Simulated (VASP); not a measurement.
Here is a VASP 6.6.1 calculation.

POSCAR

```
Sn
1.0
    0.0000000000      2.3583999623      2.3583999623
    2.3583999623      0.0000000000      2.3583999623
    2.3583999623      2.3583999623      0.0000000000
Sn
1
Direct
    0.0000000000      0.0000000000      0.0000000000
```

INCAR.step1

```
SYSTEM = Sn
PREC     = Accurate       ! precision mode
ENCUT    = 520            ! plane-wave cutoff, eV
ISMEAR   = -1             ! smearing method
SIGMA    = 0.1            ! smearing width, eV
LREAL    = .FALSE.        ! projectors in reciprocal space
LASPH    = .TRUE.         ! aspherical terms in the spheres
NELM     = 100            ! most SCF steps
NBANDS   = 13             ! bands
GGA      = PE             ! functional
ALGO     = Normal         ! electronic algorithm
EDIFF    = 1E-4           ! SCF threshold, eV
LWAVE    = .TRUE.         ! write WAVECAR
LCHARG   = .FALSE.        ! write CHGCAR
```

The input INCAR.step2:

```
SYSTEM = Sn
PREC     = Accurate       ! precision mode
ENCUT    = 520            ! plane-wave cutoff, eV
EDIFF    = 1E-6           ! SCF threshold, eV
ISMEAR   = -1             ! smearing method
SIGMA    = 0.1            ! smearing width, eV
LREAL    = .FALSE.        ! projectors in reciprocal space
LASPH    = .TRUE.         ! aspherical terms in the spheres
NELM     = 100            ! most SCF steps
ALGO     = Normal         ! electronic algorithm
ISIF     = 2              ! what is computed and relaxed
LWAVE    = .FALSE.        ! write WAVECAR
LCHARG   = .TRUE.         ! write CHGCAR
METAGGA  = R2SCAN         ! meta-GGA
LMIXTAU  = .TRUE.       
LELF     = .TRUE.         ! ELF
LVHAR    = .TRUE.       
NBANDS   = 13             ! bands
ISTART   = 1
```

Contents of KPOINTS:

```
Automatic mesh
0
G
  13 13 13
  0 0 0
```

Potentials or basis: VASP PAW PBE potentials, release 64 (Sn_d).

Run with:

```sh
$ cat potpaw_PBE.64/Sn_d/POTCAR > POTCAR
$ cp INCAR.step1 INCAR
$ mpirun -np 1 vasp_std > vasp.out
$ cp INCAR.step2 INCAR
$ mpirun -np 1 vasp_std > vasp.out
```

Problem. Estimate the band gap on the k mesh.

Solution. Zero (bands 7 and 8 overlap by 10.59 eV).

Problem. What does it give for the pressure?

Solution. 2.2 GPa.

Caveat: the PAW data sets were made with another functional, which shifts forces and pressure a little; spin-orbit coupling is left out, which moves the levels of the heavy elements.
